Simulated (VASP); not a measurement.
Wanted: the native input for a VASP 6.6.1 run.

```
Task                   : single point
Functional             : PBE
Dispersion             : D3(BJ)
Potentials or basis    : VASP PAW PBE potentials, release 64 (As)
Cutoff                 : 520 eV
k mesh                 : 9 × 9 × 1
Occupations            : gaussian, width 0.05 eV
Spin                   : no spin polarisation
Dipole correction      : yes
Further INCAR settings : ALGO = Normal; EDIFF = 1e-06; NBANDS = 18
```

The structure of As lies in POSCAR:

```
As
1.0
    3.5713380906      0.0000000000      0.0000000000
   -1.7856690453      3.0928695120      0.0000000000
    0.0000000000      0.0000000000     20.2952802043
As
4
Direct
    0.3333333333      0.6666666667      0.2905917062
    0.6666666667      0.3333333333      0.2217264287
    1.1666666667      0.3333333333      0.5166363853
    0.8333333333      0.6666666667      0.4477711079
```

These files were run (other wordings do the same):

INCAR

```
SYSTEM = As
PREC     = Accurate       ! precision mode
ENCUT    = 520            ! plane-wave cutoff, eV
EDIFF    = 1E-6           ! SCF threshold, eV
ISMEAR   = 0              ! smearing method
SIGMA    = 0.05           ! smearing width, eV
LREAL    = .False.        ! projectors in reciprocal space
LASPH    = .True.         ! aspherical terms in the spheres
NELM     = 80             ! most SCF steps
ALGO     = Normal         ! electronic algorithm
ISIF     = 2              ! what is computed and relaxed
LWAVE    = .False.        ! write WAVECAR
LCHARG   = .False.        ! write CHGCAR
LDIPOL   = .True.       
IDIPOL   = 3            
DIPOL    = 0.5 0.5 0.369
GGA      = PE             ! functional
IVDW     = 12             ! dispersion correction
NBANDS   = 18             ! bands
```

KPOINTS

```
Automatic mesh
0
Gamma
  9 9 1
  0 0 0
```

Potentials or basis: VASP PAW PBE potentials, release 64 (As).

Launch:

```bash
$ cat potpaw_PBE.64/As/POTCAR > POTCAR
$ mpirun -np 1 vasp_std > vasp.out
```

It gave:

```
Largest force              : 0.108 eV/Å
Band gap on the k mesh     : 0.87 eV, indirect (least direct gap 1.46 eV)
Dispersion energy per atom : -0.276 eV
```

Run time: 87 s on 1 thread of Intel(R) Xeon(R) Platinum 8559C (Emerald Rapids), on a shared host, peak memory 0.35 GiB.
